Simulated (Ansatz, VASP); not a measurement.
## Ge: VASP beside Ansatz

File INCAR:

```
PREC     = Accurate       # precision mode
ENCUT    = 520            # plane-wave cutoff, eV
EDIFF    = 1E-7           # SCF threshold, eV
ISMEAR   = -1             # smearing method
SIGMA    = 0.02           # smearing width, eV
LREAL    = F              # projectors in reciprocal space
LASPH    = T              # aspherical terms in the spheres
NELM     = 60             # most SCF steps
ALGO     = Normal         # electronic algorithm
ISIF     = 2              # what is computed and relaxed
LWAVE    = F              # write WAVECAR
LCHARG   = F              # write CHGCAR
GGA      = PE             # functional
NBANDS   = 21             # bands
```

File KPOINTS:

```
regular mesh
0
Gamma
  8 8 8
```

File POSCAR:

```
Ge
1.0
    0.0000000000      2.8368735121      2.8368735121
    2.8632564358      0.0000000000      2.8368735121
    2.8632564358      2.8368735121      0.0000000000
Ge
2
Direct
    0.0000000000      0.0000000000      0.0000000000
    0.2500000000      0.2500000000      0.2500000000
```

Input for Ansatz:

```yaml
crystal:
  lattice:
    - [0.0, 2.8368735121, 2.8368735121]
    - [2.8632564358, 0.0, 2.8368735121]
    - [2.8632564358, 2.8368735121, 0.0]
  atoms:
    - { symbol: Ge, position: [0.0, 0.0, 0.0] }
    - { symbol: Ge, position: [0.25, 0.25, 0.25] }
kpoints:
  mp_grid: { grid: [8, 8, 8] }
  band_path:
    path:
      - [0.0, 0.0, 0.0]
      - [0.5, 0.0, 0.5]
      - [0.625, 0.25, 0.625]
      - [0.375, 0.375, 0.75]
      - [0.5, 0.5, 0.5]
      - [0.5, 0.25, 0.75]
    npoints: 1
hamiltonian:
  xc: pbe
scf:
  occupations: { method: fermi_dirac, width: 0.02 }
  n_extra_bands: 4
output:
  forces: true
  stress: true
  eigenvalues: true
```

Change from the starting cell: uniaxial_x strain +0.9%.

Alike in both runs: task single point; functional PBE; k mesh 8 × 8 × 8; occupations fermi-dirac, width 0.02 eV; no spin polarisation.

|  | VASP | Ansatz |
| --- | --- | --- |
| version | VASP 6.6.1 | Ansatz 0.2.0 |
| potentials or method | VASP PAW PBE potentials, release 64 (Ge_d) | plane waves, PAW |
| plane-wave cutoff (eV) | 520 | 420 |
| valence electrons in the cell | 28 | 28 |

```tsv
	VASP	Ansatz	Ansatz less VASP
pressure (GPa)	2.3	2.4	+0.10
traceless stress, the component that is largest in VASP (GPa)	-0.42	-0.42	-0.001
```
